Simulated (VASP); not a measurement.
# MgBe3Ge (P-62m) in VASP: relaxation of cell and atoms with PBE

Aim: the relaxation of cell and atoms of MgBe3Ge with PBE.

Everything below comes from runs of VASP 6.6.1. Logs are shortened: lines on timing, memory, paths and dates and some standing lists are left out, and cuts for length are marked.

## Step 1: The cell of the first run

It takes space group P-62m (No. 189, hexagonal). Conventional cell: a = 4.242 Å, b = 4.242 Å, c = 3.689 Å, α = 90.00°, β = 90.00°, γ = 120.00°. Mg (site symmetry -62m) has 2 Ge at 1.84 Å and 6 Be at 1.85 to 2.39 Å within 2.4 Å. Be (site symmetry m2m) has 2 Mg at 1.85 to 2.39 Å and 4 Be at 2.17 Å within 2.5 Å. Ge (site symmetry -62m) has 2 Mg at 1.84 Å within 2.4 Å.

## Step 2: Relaxation of cell and atoms, PBE

INCAR reads:

```
SYSTEM = MgBe3Ge
PREC = Accurate
ENCUT = 600
EDIFF = 1E-6
ISMEAR = 0
SIGMA = 0.1
LREAL = .False.
LASPH = .True.
NELM = 60
ALGO = Normal
ISIF = 3
LWAVE = .False.
LCHARG = .False.
GGA = PE
IBRION = 2
NSW = 90
EDIFFG = -0.04
```

KPOINTS reads:

```
regular mesh
0
Gamma
  6 6 6
  0 0 0
```

POSCAR reads:

```
MgBe3Ge
1.0
    4.2416519400      0.0000000000      0.0000000000
   -2.1208259700      3.6733783300      0.0000000000
    0.0000000000      0.0000000000      3.6891707500
Mg Be Ge
1 3 1
Direct
    0.0000000000      0.0000000000      0.0000000000
    0.5627098500      0.0000000000      0.0000000000
    0.0000000000      0.5627098500      0.0000000000
    0.4372901500      0.4372901500      0.0000000000
    0.0000000000      0.0000000000      0.5000000000
```

Potentials or basis: VASP PAW PBE potentials, release 64 (Mg, Be, Ge_d).

Run with:

```bash
$ cat potpaw_PBE.64/Mg/POTCAR potpaw_PBE.64/Be/POTCAR potpaw_PBE.64/Ge_d/POTCAR > POTCAR
$ mpirun -np 1 vasp_std > vasp.out
```

OUTCAR:

```text
SYSTEM = MgBe3Ge
   PREC = Accurate
   ENCUT = 600
   EDIFF = 1E-6
   ISMEAR = 0
   LREAL = .False.
   LASPH = .True.
   NELM = 60
   ISIF = 3
   GGA = PE
   IBRION = 2
   NSW = 90
   EDIFFG = -0.04

 ion  position               nearest neighbor table
   1  0.000  0.000  0.000-   5 1.84   5 1.84   3 1.85   4 1.85   2 1.85   3 2.39   4 2.39   2 2.39

   2  0.563  0.000  0.000-   1 1.85   3 2.17   4 2.17   4 2.17   3 2.17   1 2.39   5 2.62   5 2.62

   3  0.000  0.563  0.000-   1 1.85   2 2.17   2 2.17   4 2.17   4 2.17   1 2.39   5 2.62   5 2.62

   4  0.437  0.437  0.000-   1 1.85   2 2.17   2 2.17   3 2.17   3 2.17   1 2.39   5 2.62   5 2.62

   5  0.000  0.000  0.500-   1 1.84   1 1.84   4 2.62   3 2.62   3 2.62   4 2.62   2 2.62   2 2.62

  LATTYP: Found a hexagonal cell.
 ALAT       =     4.2416519400
 C/A-ratio  =     0.8697485796

  Lattice vectors:

 A1 = (   4.2416519400,   0.0000000000,   0.0000000000)
 A2 = (  -2.1208259700,   3.6733783300,   0.0000000000)
 A3 = (   0.0000000000,   0.0000000000,   3.6891707500)

Analysis of symmetry for initial positions (statically):
=====================================================================
 Subroutine PRICEL returns:
 Original cell was already a primitive cell.

 Routine SETGRP: Setting up the symmetry group for a
 hexagonal supercell.

 Subroutine GETGRP returns: Found 12 space group operations
 (whereof 12 operations were pure point group operations)
 out of a pool of 24 trial point group operations.

The static configuration has the point symmetry D_3h.

Analysis of symmetry for dynamics (positions and initial velocities):
=====================================================================
 Subroutine PRICEL returns:
 Original cell was already a primitive cell.

 Routine SETGRP: Setting up the symmetry group for a
 hexagonal supercell.

 Subroutine GETGRP returns: Found 12 space group operations
 (whereof 12 operations were pure point group operations)
 out of a pool of 24 trial point group operations.

The dynamic configuration has the point symmetry D_3h.

 Subroutine INISYM returns: Found 12 space group operations
 (whereof 12 operations are pure point group operations),
 and found     1 'primitive' translations

----------------------------------------------------------------------------------------

                                     Primitive cell

  volume of cell :      57.4817

  direct lattice vectors                    reciprocal lattice vectors
     4.241651940  0.000000000  0.000000000     0.235757204  0.136114485  0.000000000
    -2.120825970  3.673378330  0.000000000     0.000000000  0.272228970  0.000000000
     0.000000000  0.000000000  3.689170750     0.000000000  0.000000000  0.271063626

  length of vectors
     4.241651940  4.241651936  3.689170750     0.272228970  0.272228970  0.271063626

  position of ions in fractional coordinates (direct lattice)
     0.000000000  0.000000000  0.000000000
     0.562709850  0.000000000  0.000000000
     0.000000000  0.562709850  0.000000000
     0.437290150  0.437290150  0.000000000
     0.000000000  0.000000000  0.500000000

  ion indices of the primitive-cell ions
   primitive index   ion index
                 1           1
                 2           2
                 3           3
                 4           4
                 5           5

----------------------------------------------------------------------------------------

 KPOINTS: regular mesh

Automatic generation of k-mesh.
 Grid dimensions read from file:
 generate k-points for:    6    6    6

 Generating k-lattice:

  Cartesian coordinates                     Fractional coordinates (reciprocal lattice)
     0.039292867  0.022685748  0.000000000     0.166666667  0.000000000  0.000000000
     0.000000000  0.045371495  0.000000000     0.000000000  0.166666667  0.000000000
     0.000000000  0.000000000  0.045177271     0.000000000  0.000000000  0.166666667

  Length of vectors
     0.045371495  0.045371495  0.045177271

  Shift w.r.t. Gamma in fractional coordinates (k-lattice)
     0.000000000  0.000000000  0.000000000

 Subroutine IBZKPT returns following result:
 ===========================================

 Found     28 irreducible k-points:

 Following reciprocal coordinates:
            Coordinates               Weight
  0.000000  0.000000  0.000000      1.000000
  0.166667 -0.000000  0.000000      6.000000
  0.333333 -0.000000  0.000000      6.000000
  0.500000 -0.000000  0.000000      3.000000
  0.166667  0.166667  0.000000      6.000000
  0.333333  0.166667  0.000000     12.000000
[... 16 lines left out ...]
  0.166667 -0.000000  0.500000      6.000000
  0.333333 -0.000000  0.500000      6.000000
 [... further k-points ...]
   k-points           NKPTS =     28   k-points in BZ     NKDIM =     28   number of bands    NBANDS=     15
   number of dos      NEDOS =    301   number of ions     NIONS =      5
   total plane-waves  NPLWV =  38880
   dimension x,y,z NGX =    36 NGY =   36 NGZ =   30
   dimension x,y,z NGXF=    72 NGYF=   72 NGZF=   60
   ions per type =               1   3   1
   NGX,Y,Z   is equivalent  to a cutoff of  14.11, 14.11, 13.52 a.u.
   NGXF,Y,Z  is equivalent  to a cutoff of  28.22, 28.22, 27.04 a.u.
 SYSTEM =  MgBe3Ge
   PREC   = accura    normal or accurate (medium, high low for compatibility)
   ISTART =      0    job   : 0-new  1-cont  2-samecut
   ICHARG =      2    charge: 1-file 2-atom 10-const
   ISPIN  =      1    spin polarized calculation?
   LNONCOLLINEAR =      F non collinear calculations
   LSORBIT =      F    spin-orbit coupling
   LASPH  =      T    aspherical Exc in radial PAW
   ENCUT  =  600.0 eV  44.10 Ry    6.64 a.u.   8.47  8.47  7.37*2*pi/ulx,y,z
   NELM   =     60;   NELMIN=  2; NELMDL= -5     # of ELM steps
   EDIFF  = 0.1E-05   stopping-criterion for ELM
   LREAL  =      F    real-space projection
   EDIFFG = -.4E-01   stopping-criterion for IOM
   NSW    =     90    number of steps for IOM
   IBRION =      2    ionic relax: 0-MD 1-quasi-New 2-CG
   NFREE  =      1    steps in history (QN), initial steepest desc. (CG)
   ISIF   =      3    stress and relaxation
   ISYM   =      2    0-nonsym 1-usesym 2-fastsym
   POTIM  = 0.5000    time-step for ionic-motion
   TEBEG  =    0.0;   TEEND  =   0.0 temperature during run
   PSTRESS=    0.0 pullay stress
   NELECT =      22.0000    total number of electrons
   NUPDOWN=      -1.0000    fix difference up-down
   EMIN   =  10.00;   EMAX   =-10.00  energy-range for DOS
   EFERMI =   0.00;   METHOD = LEGACY
   ISMEAR =     0;   SIGMA  =   0.10  broadening in eV -4-tet -1-fermi 0-gaus
   EFERMI_NEDOS =   21; number of points for ismear=-14 and -15
   IALGO  =     38    algorithm
   IMIX   =      4    mixing-type and parameters
     AMIX     =   0.40;   BMIX     =  1.00
     AMIX_MAG =   1.60;   BMIX_MAG =  1.00
  volume/ion in A,a.u.               =      11.50        77.58
  Fermi-wavevector in a.u.,A,eV,Ry     =   1.188610  2.246146 19.222214  1.412793
  Thomas-Fermi vector in A             =   2.324735
   LORBIT       =      0    0 simple, 1 ext, 2 COOP (PROOUT), +10 PAW based schemes
   GGA     = PE    functional components
   LHFCALC =     F    Hartree Fock is set to
   AEXX    =    0.0000 exact exchange contribution
   IVDW    =     0    specifies the selected vdW correction
   LEPSILON=     F    determine dielectric tensor
   LRPA    =     F    only Hartree local field effects (RPA)
 conjugate gradient relaxation of ions
 non-spin polarized calculation
 Gauss-broadening in eV      SIGMA  =   0.10
  energy-cutoff  :      600.00
  volume of cell :       57.48
 maximum number of plane-waves:      1953
 NGX is ok and might be reduce to    36
   NGX = 17   NGY = 17   NGZ = 15

--------------------------------------- Ionic step        1  -------------------------------------------

 number of electron      22.0000011 magnetization

 Free energy of the ion-electron system (eV)
  ---------------------------------------------------
  ext. energy  EPLUGINS =         0.00000000
  ---------------------------------------------------
  free energy    TOTEN  =        -3.22056274 eV

  energy without entropy =       -3.21263834  energy(sigma->0) =       -3.21660054

 E-fermi :   5.8721     XC(G=0): -10.3776

 val. band max:        5.8138169055   @ k =   0.3333   0.3333   0.0000
 cond. band min:       5.8950675400   @ k =   0.3333   0.1667   0.5000
 fundamental gap:      0.0812506345
 Fermi energy:         5.8721301162

 k-point     1 :       0.0000    0.0000    0.0000
  band No.  band energies     occupation
      1     -19.7958      2.00000
      2     -19.5270      2.00000
      3     -19.5270      2.00000
      4     -19.1113      2.00000
      5     -19.1113      2.00000
      6      -5.8568      2.00000
      7       2.4766      2.00000
      8       2.4766      2.00000
      9       2.8694      2.00000
     10       2.9801      2.00000
     11       3.9907      2.00000
     12       7.5971      0.00000
     13       7.5971      0.00000
     14       9.8410      0.00000
     15      11.9926      0.00000
[... 397 lines left out ...]
 k-point    24 :       0.3333   -0.0000    0.5000
  band No.  band energies     occupation
      1     -19.6888      2.00000
      2     -19.5174      2.00000
      3     -19.5166      2.00000
      4     -19.1106      2.00000
      5     -19.1085      2.00000
      6      -3.3632      2.00000
      7      -1.6471      2.00000
      8       1.5142      2.00000
      9       2.2256      2.00000
     10       3.3026      2.00000
     11       4.5845      2.00000
     12       4.8098      2.00000
     13       8.0426      0.00000
     14       9.6078      0.00000
     15      10.0163      0.00000

 [... further k-points ...]
[... 5 lines left out ...]
  --------------------------------------------------------------------------------------
  -------------------------------------------------------------------------------------
  Total       15.0800299     15.0800298     48.2472773     -0.0000000      0.0000000      0.0000000
  in kB      420.3231786    420.3231776   1344.7883810     -0.0000000      0.0000000      0.0000000
  external PRESSURE =     728.4782457 kB  Pullay stress =       0.0000000 kB
[... 219 lines left out ...]
  energy  without entropy=      -12.3164336802  energy(sigma->0) =      -12.32430718

--------------------------------------- Ionic step        7  -------------------------------------------

 number of electron      21.9999982 magnetization

 Free energy of the ion-electron system (eV)
  ---------------------------------------------------
  ext. energy  EPLUGINS =         0.00000000
  ---------------------------------------------------
  free energy    TOTEN  =       -12.34255837 eV

  energy without entropy =      -12.32713298  energy(sigma->0) =      -12.33484568

 E-fermi :   1.7213     XC(G=0):  -8.3697

 val. band max:        1.7025245263   @ k =   0.1667   0.1667   0.5000
 cond. band min:       1.7218499715   @ k =   0.3333   0.3333   0.1667
 fundamental gap:      0.0193254452
 Fermi energy:         1.7212795339

 k-point     1 :       0.0000    0.0000    0.0000
  band No.  band energies     occupation
      1     -22.9285      2.00000
      2     -22.9285      2.00000
      3     -22.9151      2.00000
      4     -22.8978      2.00000
      5     -22.8978      2.00000
      6      -6.9872      2.00000
      7      -2.7647      2.00000
      8      -0.7565      2.00000
      9       0.4935      2.00000
     10       0.4935      2.00000
     11       0.6865      2.00000
     12       4.1067      0.00000
     13       4.1067      0.00000
     14       4.5667      0.00000
     15       4.5667      0.00000
[... 397 lines left out ...]
 k-point    24 :       0.3333   -0.0000    0.5000
  band No.  band energies     occupation
      1     -22.9284      2.00000
      2     -22.9281      2.00000
      3     -22.9132      2.00000
      4     -22.8979      2.00000
      5     -22.8978      2.00000
      6      -6.0364      2.00000
      7      -4.0295      2.00000
      8      -1.6226      2.00000
      9       0.2216      2.00000
     10       0.2756      2.00000
     11       0.8576      2.00000
     12       2.1941      0.00000
     13       3.8781      0.00000
     14       4.1076      0.00000
     15       5.6247      0.00000

 [... further k-points ...]
[... 5 lines left out ...]
  --------------------------------------------------------------------------------------
  -------------------------------------------------------------------------------------
  Total        0.0497694      0.0497694      0.0224729      0.0000000     -0.0000000      0.0000000
  in kB        0.8080727      0.8080727      0.3648769      0.0000000     -0.0000000      0.0000000
  external PRESSURE =       0.6603408 kB  Pullay stress =       0.0000000 kB
[... 20 lines left out ...]
  FREE ENERGIE OF THE ION-ELECTRON SYSTEM (eV)
  ---------------------------------------------------
  free  energy   TOTEN  =       -12.3425583687 eV

  energy  without entropy=      -12.3271329827  energy(sigma->0) =      -12.33484568

 reached required accuracy - stopping structural energy minimisation
```

It took 1.8 min on 1 thread of Intel Xeon Platinum 8375C at 2.90GHz (Ice Lake), shared host; peak memory 0.22 GiB.

Results:

| Item | Value |
| --- | --- |
| Free energy | -12.3426 eV |
| Relaxed volume | 19.74 Å³/atom |
| Relaxed cell | a = 4.742 Å, b = 4.742 Å, c = 5.068 Å, α = 90.00°, β = 90.00°, γ = 120.00° |
| Space group after relaxing (to 0.05 Å) | P6/mmm (No. 191) |
| Energy gained by relaxing | 1824.4 meV/atom |
| Ionic steps | 7 |
| Pressure after relaxing | 0.1 GPa |
| Band gap on the k mesh | zero (band 11 reaches 2.43 eV, above the bottom of band 12 at 1.72 eV) |

Forces in eV/Å, atoms in the order of the input:
```
Mg   0.000  0.000  0.000
Be   0.002  0.000  0.000
Be  -0.001  0.002  0.000
Be  -0.001 -0.002  0.000
Ge   0.000  0.000  0.000
```

Step by step:
```
step  energy change (eV)  largest force (eV/Å)  pressure (GPa)  volume (Å³)
   1              0.0000                5.3222           72.85        57.48
   2             -8.9677                0.1091           -3.47       110.54
   3             -9.0139                0.8746            1.56        95.58
   4             -9.0754                0.5193           -0.89       101.69
   5             -9.0741                0.5747           -0.57       100.67
   6             -9.1116                0.2702           -0.26        99.61
   7             -9.1220                0.0022            0.07        98.68
```

Final structure:
```
Mg Be Ge
1.0
     4.74156    0.00000    0.00000
    -2.37078    4.10631    0.00000
     0.00000    0.00000    5.06815
Mg Be Ge
1 3 1
Direct
  0.00000 0.00000 0.00000
  0.49996 0.00000 0.00000
  0.00000 0.49996 0.00000
  0.50004 0.50004 0.00000
  0.00000 0.00000 0.50000
```

Levels at points of the mesh, in eV from the Fermi level:
```tsv
k point	band 8	band 9	band 10	band 11	band 12	band 13	band 14	band 15
(0.00, 0.00, 0.00)	-2.48	-1.23	-1.23	-1.03	2.39	2.39	2.85	2.85
(0.50, 0.00, 0.00)	-3.26	-1.71	-1.42	-1.00	0.86	0.97	2.69	4.34
(0.00, 0.00, 0.50)	-0.97	-0.57	-0.57	0.61	0.77	1.05	1.05	2.74
(0.50, 0.00, 0.50)	-4.39	-1.85	-1.64	-0.94	0.33	2.33	2.53	4.43
```

Caveat: the volume moved by over 15 % at a fixed basis, so the end points are rough.
